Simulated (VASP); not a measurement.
Wanted: the native input for a VASP 6.6.1 run.

| Item | Value |
| --- | --- |
| Task | single point |
| Functional | PBE |
| Potentials or basis | VASP PAW PBE potentials, release 64 (Ba_sv, F, Li_sv) |
| Cutoff | 520 eV |
| k mesh | 1 × 1 × 1 |
| Occupations | fermi-dirac, width 0.1637 eV |
| Spin | no spin polarisation |
| Dipole correction | no |
| Further INCAR settings | LREAL = Auto; ALGO = Normal; EDIFF = 1e-07; NBANDS = 61; ISYM = 0 |

The structure of BaLi7F9 lies in POSCAR:

```
BaLi7F9
1.0
    5.6029570000      0.0278370000     -0.0374620000
    0.0278370000      5.7534950000     -0.0718080000
   -0.0374620000     -0.0718080000      5.5402340000
Ba F Li
1 9 7
Direct
    0.8555871434      0.9022719683      0.6273428796
    0.6993945852      0.0222414450      0.2123731297
    0.7380427135      0.5198303131      0.4519273972
    0.1645874945      0.6091334902      1.0709546626
    0.7596418325      0.6559480831      0.9220583503
    0.3304378808      0.7972360606      0.7059392782
    0.3519238215      0.4045417007      0.3820208859
    0.6203554161      0.2956502180      0.8670048603
    0.0955350358      0.1773392108      0.9771845932
    0.2252687540      0.0395294325      0.3908366592
    1.0479598875      0.3637000118      0.2784823247
    0.9216109998     -0.1947955637      0.1800298528
    0.3345108444      0.4487380614      0.9354385443
    0.5847332599      0.2708968138      0.2297332271
    0.8957299847      0.3919024064      0.8603911973
    0.4087600543     -0.0643483347      1.0127260408
    0.3654210261      0.7143078718      0.3969751859
```

These files were run (other wordings do the same):

INCAR

```
SYSTEM = BaLi7F9
PREC = Accurate
ENCUT = 520
EDIFF = 1E-7
ISMEAR = -1
SIGMA = 0.1637
LREAL = Auto
LASPH = .True.
NELM = 60
ALGO = Normal
ISIF = 2
LWAVE = .False.
LCHARG = .False.
GGA = PE
ISYM = 0
NBANDS = 61
```

KPOINTS

```
regular mesh
0
Gamma
  1 1 1
  0 0 0
```

Potentials or basis: VASP PAW PBE potentials, release 64 (Ba_sv, F, Li_sv).

Command:

```console
$ cat potpaw_PBE.64/Ba_sv/POTCAR potpaw_PBE.64/F/POTCAR potpaw_PBE.64/Li_sv/POTCAR > POTCAR
$ mpirun -np 1 vasp_gam > vasp.out
```

It gave:

```yaml
Largest_force: 4.219 eV/Å
Band_gap_on_the_k_mesh: 5.20 eV
```

Caveat: the k points lie up to 1.13 Å⁻¹ apart; spin-orbit coupling is left out, which moves the levels of the heavy elements.

Wall time 17 s on 1 thread of Intel(R) Xeon(R) 6975P-C (Granite Rapids) (shared host), peak memory 0.26 GiB.
